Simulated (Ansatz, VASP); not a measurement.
**Two plane-wave programs on TlCl**

The input INCAR:

```
PREC = Accurate
ENCUT = 500
EDIFF = 1E-6
ISMEAR = 0
SIGMA = 0.01
LREAL = F
LASPH = T
NELM = 120
ALGO = Normal
ISIF = 2
LWAVE = F
LCHARG = F
GGA = PS
NBANDS = 17
GGA_COMPAT = F
```

File KPOINTS:

```
regular mesh
0
Gamma
  3 3 3
```

The input POSCAR:

```
TlCl
1.0
    3.8340000000      0.0000000000      0.0000000000
    0.0000000000      3.8340000000      0.0000000000
    0.0000000000      0.0000000000      3.8340000000
Tl Cl
1 1
Direct
    0.0000000000      0.0000000000      0.0000000000
    0.5000000000      0.5000000000      0.5000000000
```

Input for Ansatz:

```yaml
crystal:
  lattice:
    - [3.834, 0.0, 0.0]
    - [0.0, 3.834, 0.0]
    - [0.0, 0.0, 3.834]
  atoms:
    - { symbol: Tl, position: [0.0, 0.0, 0.0] }
    - { symbol: Cl, position: [0.5, 0.5, 0.5] }
basis:
  ecutwfc: 475.0
kpoints:
  mp_grid:
    grid: [3, 3, 3]
hamiltonian:
  xc: pbesol
scf:
  n_extra_bands: 16
  mixing:
    algorithm: broyden
    beta: 0.3
  occupations:
    method: fixed
output:
  forces: true
  stress: true
```

Alike in both runs: task single point; functional PBEsol; k mesh 3 × 3 × 3; no spin polarisation.

```csv
,VASP,Ansatz
version,VASP 6.6.1,Ansatz 0.2.0
potentials or method,"VASP PAW PBE potentials, release 64 (Tl_d, Cl), cutoff 500 eV","plane waves, PAW"
occupations,"gaussian, width 0.01 eV",fixed
valence electrons in the cell,20,20
```

|  | VASP | Ansatz | Ansatz less VASP |
| --- | --- | --- | --- |
| pressure (GPa) | -1.6 | -1.5 | +0.07 |

VASP's potentials were made for PBE, not for PBEsol.

The k mesh is coarse, so the values compare programs but aren't converged. Neither program's run includes spin-orbit coupling.
